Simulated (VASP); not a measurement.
# TiCo (Pm-3m) in VASP: notebook, part 2 of 2

VASP 6.6.1. Earlier steps stand in the parts before.

## (3) Relaxation of cell and atoms, PBEsol, collinear spin, ferromagnetic start, target pressure -1 GPa, at which the enthalpy is minimised

This run uses another cell than the first one, of 12.81 Å³/atom, 1.010 times its volume.

Contents of INCAR:

```
  PREC = Accurate
  ENCUT = 600
  EDIFF = 1E-6
  ISMEAR = 0
  SIGMA = 0.1
  LREAL = F
  LASPH = T
  NELM = 150
  ALGO = Normal
  ISIF = 3
  LWAVE = F
  LCHARG = F
  ISPIN = 2
  MAGMOM = 0 0.75
  LORBIT = 11
  LMAXMIX = 4
  GGA = PS
  IBRION = 2
  NSW = 70
  EDIFFG = -0.008
  PSTRESS = -10.0
```

Contents of KPOINTS:

```
Automatic mesh
0
Gamma
  14 14 14
```

Contents of POSCAR:

```
TiCo
1.0
    2.9481947932      0.0000000000      0.0000000000
    0.0000000000      2.9481947932      0.0000000000
    0.0000000000      0.0000000000      2.9481947932
Ti Co
1 1
Direct
    0.0000000000      0.0000000000      0.0000000000
    0.5000000000      0.5000000000      0.5000000000
```

Potentials or basis: VASP PAW PBE potentials, release 64 (Ti_sv, Co).

Run with:

```bash
cat potpaw_PBE.64/Ti_sv/POTCAR potpaw_PBE.64/Co/POTCAR > POTCAR
mpirun -np 1 vasp_std > vasp.out
```

OUTCAR:

```text
PREC = Accurate
   ENCUT = 600
   EDIFF = 1E-6
   ISMEAR = 0
   LREAL = F
   LASPH = T
   NELM = 150
   ISIF = 3
   ISPIN = 2
   LORBIT = 11
   GGA = PS
   IBRION = 2
   NSW = 70
   EDIFFG = -0.008
   PSTRESS = -10.0

 ion  position               nearest neighbor table
   1  0.000  0.000  0.000-   2 2.55   2 2.55   2 2.55   2 2.55   2 2.55   2 2.55   2 2.55   2 2.55

   2  0.500  0.500  0.500-   1 2.55   1 2.55   1 2.55   1 2.55   1 2.55   1 2.55   1 2.55   1 2.55

  LATTYP: Found a simple cubic cell.
 ALAT       =     2.9481947932

  Lattice vectors:

 A1 = (   2.9481947932,   0.0000000000,   0.0000000000)
 A2 = (   0.0000000000,   2.9481947932,   0.0000000000)
 A3 = (   0.0000000000,   0.0000000000,   2.9481947932)

Analysis of symmetry for initial positions (statically):
=====================================================================
 Subroutine PRICEL returns:
 Original cell was already a primitive cell.

 Routine SETGRP: Setting up the symmetry group for a
 simple cubic supercell.

 Subroutine GETGRP returns: Found 48 space group operations
 (whereof 48 operations were pure point group operations)
 out of a pool of 48 trial point group operations.

The static configuration has the point symmetry O_h .

Analysis of symmetry for dynamics (positions and initial velocities):
=====================================================================
 Subroutine PRICEL returns:
 Original cell was already a primitive cell.

 Routine SETGRP: Setting up the symmetry group for a
 simple cubic supercell.

 Subroutine GETGRP returns: Found 48 space group operations
 (whereof 48 operations were pure point group operations)
 out of a pool of 48 trial point group operations.

The dynamic configuration has the point symmetry O_h .

Analysis of structural, dynamic, and magnetic symmetry:
=====================================================================
 Subroutine PRICEL returns:
 Original cell was already a primitive cell.

 Routine SETGRP: Setting up the symmetry group for a
 simple cubic supercell.

 Subroutine GETGRP returns: Found 48 space group operations
 (whereof 48 operations were pure point group operations)
 out of a pool of 48 trial point group operations.

The overall configuration has the point symmetry O_h .

 Subroutine INISYM returns: Found 48 space group operations
 (whereof 48 operations are pure point group operations),
 and found     1 'primitive' translations

----------------------------------------------------------------------------------------

                                     Primitive cell

  volume of cell :      25.6253

  direct lattice vectors                    reciprocal lattice vectors
     2.948194793  0.000000000  0.000000000     0.339190613  0.000000000  0.000000000
     0.000000000  2.948194793  0.000000000     0.000000000  0.339190613  0.000000000
     0.000000000  0.000000000  2.948194793     0.000000000  0.000000000  0.339190613

  length of vectors
     2.948194793  2.948194793  2.948194793     0.339190613  0.339190613  0.339190613

  position of ions in fractional coordinates (direct lattice)
     0.000000000  0.000000000  0.000000000
     0.500000000  0.500000000  0.500000000

  ion indices of the primitive-cell ions
   primitive index   ion index
                 1           1
                 2           2

----------------------------------------------------------------------------------------
[... 74 lines left out ...]
   IBRION =      2    ionic relax: 0-MD 1-quasi-New 2-CG
   NFREE  =      1    steps in history (QN), initial steepest desc. (CG)
   ISIF   =      3    stress and relaxation
   ISYM   =      2    0-nonsym 1-usesym 2-fastsym
   POTIM  = 0.5000    time-step for ionic-motion
   TEBEG  =    0.0;   TEEND  =   0.0 temperature during run
   PSTRESS=  -10.0 pullay stress
   NELECT =      21.0000    total number of electrons
   NUPDOWN=      -1.0000    fix difference up-down
   EMIN   =  10.00;   EMAX   =-10.00  energy-range for DOS
   EFERMI =   0.00;   METHOD = LEGACY
   ISMEAR =     0;   SIGMA  =   0.10  broadening in eV -4-tet -1-fermi 0-gaus
   EFERMI_NEDOS =   21; number of points for ismear=-14 and -15
   IALGO  =     38    algorithm
   IMIX   =      4    mixing-type and parameters
     AMIX     =   0.40;   BMIX     =  1.00
     AMIX_MAG =   1.60;   BMIX_MAG =  1.00
  volume/ion in A,a.u.               =      12.81        86.46
  Fermi-wavevector in a.u.,A,eV,Ry     =   1.531999  2.895058 31.933150  2.347020
  Thomas-Fermi vector in A             =   2.639266
   LORBIT       =     11    0 simple, 1 ext, 2 COOP (PROOUT), +10 PAW based schemes
   GGA     = PS    functional components
   LHFCALC =     F    Hartree Fock is set to
   AEXX    =    0.0000 exact exchange contribution
   IVDW    =     0    specifies the selected vdW correction
   LEPSILON=     F    determine dielectric tensor
   LRPA    =     F    only Hartree local field effects (RPA)
 conjugate gradient relaxation of ions
 spin polarized calculation
 Gauss-broadening in eV      SIGMA  =   0.10
  energy-cutoff  :      600.00
  volume of cell :       25.63
 maximum number of plane-waves:       876
 NGX is ok and might be reduce to    24
   NGX = 11   NGY = 11   NGZ = 11

--------------------------------------- Ionic step        1  -------------------------------------------

 number of electron      20.9999999 magnetization       0.6138923

 Free energy of the ion-electron system (eV)
  ---------------------------------------------------
  ext. energy  EPLUGINS =         0.00000000
  ---------------------------------------------------
  free energy    TOTEN  =       -16.90412699 eV

  energy without entropy =      -16.89211941  energy(sigma->0) =      -16.89812320

------------------------ aborting loop because EDIFF is reached ----------------------------------------

  FORCE on cell =-STRESS in cart. coord.  units (eV):
  Direction    XX          YY          ZZ          XY          YZ          ZX
  --------------------------------------------------------------------------------------
  -------------------------------------------------------------------------------------
  Total       -0.3872487     -0.3872487     -0.3872487      0.0000000     -0.0000000      0.0000000
  in kB      -24.2120762    -24.2120762    -24.2120762      0.0000000     -0.0000000      0.0000000
  external PRESSURE =     -14.2120762 kB  Pullay stress =     -10.0000000 kB
[... 101 lines left out ...]
--------------------------------------- Ionic step        4  -------------------------------------------

 number of electron      21.0000005 magnetization       0.5811484

 Free energy of the ion-electron system (eV)
  ---------------------------------------------------
  ext. energy  EPLUGINS =         0.00000000
  ---------------------------------------------------
  free energy    TOTEN  =       -16.90652091 eV

  energy without entropy =      -16.89480893  energy(sigma->0) =      -16.90066492

 E-fermi :  10.4108     XC(G=0): -12.9910

 val. band max:       10.4095710959   @ k =   0.5000   0.4286   0.3571
 cond. band min:      10.4127533232   @ k =   0.2857   0.0714   0.0714
 fundamental gap:      0.0031822274
 Fermi energy:        10.4107515861

 spin component 1

 k-point     1 :       0.0000    0.0000    0.0000
  band No.  band energies     occupation
      1     -46.4673      1.00000
      2     -22.6445      1.00000
      3     -22.6445      1.00000
      4     -22.6445      1.00000
      5       2.4977      1.00000
      6       6.1354      1.00000
      7       6.1354      1.00000
      8       8.6059      1.00000
      9       8.6059      1.00000
     10       8.6059      1.00000
     11      11.0128      0.00000
     12      11.0128      0.00000
     13      13.2574      0.00000
     14      13.2574      0.00000
[... 379 lines left out ...]
      3     -22.7541      1.00000
      4     -22.6108      1.00000
      5       5.3206      1.00000
      6       6.7868      1.00000
      7       7.5170      1.00000
      8       8.1093      1.00000
      9       8.3863      1.00000
     10       8.5420      1.00000
     11      10.4177      0.46063
     12      10.6728      0.00011
     13      11.4753      0.00000
     14      11.9070      0.00000

 [... further k-points ...]

 spin component 2

 k-point     1 :       0.0000    0.0000    0.0000
  band No.  band energies     occupation
      1     -46.4654      1.00000
      2     -22.6432      1.00000
      3     -22.6432      1.00000
      4     -22.6432      1.00000
      5       2.5165      1.00000
      6       6.5341      1.00000
      7       6.5341      1.00000
      8       8.9884      1.00000
      9       8.9884      1.00000
     10       8.9885      1.00000
     11      11.3672      0.00000
     12      11.3672      0.00000
     13      13.3359      0.00000
     14      13.3359      0.00000
[... 424 lines left out ...]
  energy  without entropy=      -16.8948089301  energy(sigma->0) =      -16.90066492

  enthalpy is  TOTEN    =       -17.0649888149 eV   P V=       -0.1584679043

 reached required accuracy - stopping structural energy minimisation

 total charge

# of ion       s       p       d       tot
------------------------------------------
    1        2.259   6.197   1.901  10.358
    2        0.542   0.480   7.354   8.376
--------------------------------------------------
tot          2.801   6.677   9.255  18.734

 magnetization (x)

# of ion       s       p       d       tot
------------------------------------------
    1       -0.002  -0.007  -0.000  -0.010
    2        0.022  -0.002   0.593   0.613
--------------------------------------------------
tot          0.020  -0.009   0.592   0.603
```

OSZICAR:

```text
N       E                     dE             d eps       ncg     rms          rms(c)
DAV:   1     0.158979849465E+03    0.15898E+03   -0.11511E+04  6742   0.210E+03
DAV:   2    -0.963516506579E+01   -0.16862E+03   -0.16593E+03  6816   0.430E+02
DAV:   3    -0.191807540867E+02   -0.95456E+01   -0.94521E+01 10920   0.111E+02
[... 44 lines left out ...]
DAV:   2    -0.169070987738E+02   -0.41580E-03   -0.45436E-03  9176   0.886E-01    0.291E-01
DAV:   3    -0.169065250658E+02    0.57371E-03   -0.32738E-03  9856   0.703E-01    0.376E-02
DAV:   4    -0.169065196923E+02    0.53735E-05   -0.57476E-05  7294   0.700E-02    0.195E-02
DAV:   5    -0.169065200053E+02   -0.31296E-06   -0.12444E-05  9788   0.258E-02    0.905E-03
DAV:   6    -0.169065209106E+02   -0.90533E-06   -0.58796E-07  3516   0.764E-03
   4 F= -.17064989E+02 E0= -.17059133E+02  d E =-.921512E-03  mag=     0.5805
```

Run time: 2 min. Hardware: 1 thread of Intel Xeon Platinum 8488C (Sapphire Rapids), shared host; peak memory 0.23 GiB.

What came out:

* Free energy: -16.9065 eV
* Relaxed volume: 12.69 Å³/atom
* Relaxed cell: a = 2.939 Å, b = 2.939 Å, c = 2.939 Å, α = 90.00°, β = 90.00°, γ = 90.00°
* Space group after relaxing (to 0.05 Å): Pm-3m (No. 221)
* Energy change on relaxing (the enthalpy is what falls): -1.2 meV/atom
* Ionic steps: 4
* Pressure after relaxing: -1.1 GPa
* Net moment: 0.58 μB per cell
* Site moments: Ti -0.01; Co +0.61 μB
* Valence electrons inside the program's atomic spheres: Ti 10.36; Co 8.38

The path:
```csv
step,energy change (eV),largest force (eV/Å),pressure (GPa),volume (Å³)
1,0.0000,0.0000,-2.42,25.63
2,-0.0026,0.0000,0.74,25.21
3,-0.0023,0.0000,-1.17,25.41
4,-0.0024,0.0000,-1.08,25.39
```

Final structure:
```
Ti Co
1.0
     2.93912    0.00000    0.00000
     0.00000    2.93912    0.00000
     0.00000    0.00000    2.93912
Ti Co
1 1
Direct
  0.00000 0.00000 0.00000
  0.50000 0.50000 0.50000
```

Caveat: the cell is relaxed towards a set pressure, so the enthalpy falls and the energy may rise; the PAW data sets were made with another functional, which shifts forces and pressure a little.

## (4) Relaxation of cell and atoms, PBEsol, collinear spin, ferromagnetic start, target pressure 90 GPa, at which the enthalpy is minimised

This run uses another cell than the first one, of 9.75 Å³/atom, 0.768 times its volume.

Contents of INCAR:

```
ALGO = Normal
EDIFF = 1E-6
EDIFFG = -0.008
ENCUT = 600
GGA = PS
IBRION = 2
ISIF = 3
ISMEAR = 0
ISPIN = 2
LASPH = True
LCHARG = False
LMAXMIX = 4
LORBIT = 11
LREAL = False
LWAVE = False
MAGMOM = 0 0.75
NELM = 150
NSW = 70
PREC = Accurate
PSTRESS = 900.0
SIGMA = 0.1
```

Contents of KPOINTS:

```
k-points
0
Gamma
  16 16 16
```

Contents of POSCAR:

```
TiCo
1.0
    2.6915058534      0.0000000000      0.0000000000
    0.0000000000      2.6915058534      0.0000000000
    0.0000000000      0.0000000000      2.6915058534
Ti Co
1 1
Direct
    0.0000000000      0.0000000000      0.0000000000
    0.5000000000      0.5000000000      0.5000000000
```

Run with:

```bash
cat potpaw_PBE.64/Ti_sv/POTCAR potpaw_PBE.64/Co/POTCAR > POTCAR
mpirun -np 1 vasp_std > vasp.out
```

Run time: 2 min. Hardware: 1 thread of Intel Xeon Platinum 8488C (Sapphire Rapids), shared host; peak memory 0.23 GiB.

The run converged. Its results:

```
Free energy                                            : -15.5668 eV
Relaxed volume                                         : 9.63 Å³/atom
Relaxed cell                                           : a = 2.680 Å, b = 2.680 Å, c = 2.680 Å, α = 90.00°, β = 90.00°, γ = 90.00°
Space group after relaxing (to 0.05 Å)                 : Pm-3m (No. 221)
Energy change on relaxing (the enthalpy is what falls) : +66.9 meV/atom
Ionic steps                                            : 3
Pressure after relaxing                                : 90.0 GPa
Net moment                                             : 0.00 μB per cell
Valence electrons inside the program's atomic spheres  : Ti 10.95; Co 8.98
```

The path:
```tsv
step	energy change (eV)	largest force (eV/Å)	pressure (GPa)	volume (Å³)
1	0.0000	0.0000	83.37	19.50
2	0.6892	0.0000	115.62	18.38
3	0.1337	0.0000	89.97	19.25
```

Final structure:
```xyz
2
Lattice="2.6801 0.0000 0.0000 0.0000 2.6801 0.0000 0.0000 0.0000 2.6801" Properties=species:S:1:pos:R:3 pbc="T T T"
Ti    0.0000    0.0000    0.0000
Co    1.3400    1.3400    1.3400
```

Levels at points of the mesh, in eV from the Fermi level:
Spin up:
```
           k point  band 7  band 8  band 9  band 10  band 11  band 12  band 13  band 14
(0.00, 0.00, 0.00)   -5.98   -2.28   -2.28    -2.28     0.99     0.99     4.00     4.00
(0.50, 0.00, 0.00)   -3.88   -2.31   -2.31    -1.68    -1.62     0.59     0.66     0.66
(0.50, 0.50, 0.00)   -3.80   -3.80   -0.91    -0.16     1.49     1.49     1.67     3.81
(0.50, 0.50, 0.50)   -3.34   -3.27   -3.27    -3.27    -0.86    -0.86     4.61     4.61
```
Spin down:
| k point | band 8 | band 9 | band 10 | band 11 | band 12 | band 13 |
| --- | --- | --- | --- | --- | --- | --- |
| (0.00, 0.00, 0.00) | -2.28 | -2.28 | -2.28 | 0.99 | 0.99 | 4.00 |
| (0.50, 0.00, 0.00) | -2.31 | -2.31 | -1.68 | -1.62 | 0.59 | 0.66 |
| (0.50, 0.50, 0.00) | -3.80 | -0.91 | -0.16 | 1.49 | 1.49 | 1.67 |
| (0.50, 0.50, 0.50) | -3.27 | -3.27 | -3.27 | -0.86 | -0.86 | 4.61 |

Caveat: the cell is relaxed towards a set pressure, so the enthalpy falls and the energy may rise; the PAW data sets were made with another functional, which shifts forces and pressure a little.

## (5) The runs side by side

| task | cell | k mesh | cutoff (eV) | gap on the mesh (eV) | pressure (GPa) | moment (μB) |
| --- | --- | --- | --- | --- | --- | --- |
| single point | a = 2.939 Å, 2 atoms | 12 × 12 × 12 | 520 | none | -0.6 | 0.68 |
| relaxation of cell and atoms | relaxed to -1 GPa from a = 2.948 Å, 2 atoms | 14 × 14 × 14 | 600 | none | -1.1 | 0.58 |
| relaxation of cell and atoms | relaxed to 90 GPa from a = 2.692 Å, 2 atoms | 16 × 16 × 16 | 600 | none | 90.0 | 0.00 |

Alike in all rows: level PBEsol; potentials or basis VASP PAW PBE potentials, release 64 (Ti_sv, Co); spin collinear, ferromagnetic start; smearing gaussian 0.1 eV.

Caveats: the PAW data sets were made with another functional, which shifts forces and pressure a little; the cell is relaxed towards a set pressure, so the enthalpy falls and the energy may rise (some runs).

Absolute energies hang on the potentials; compare differences alone.
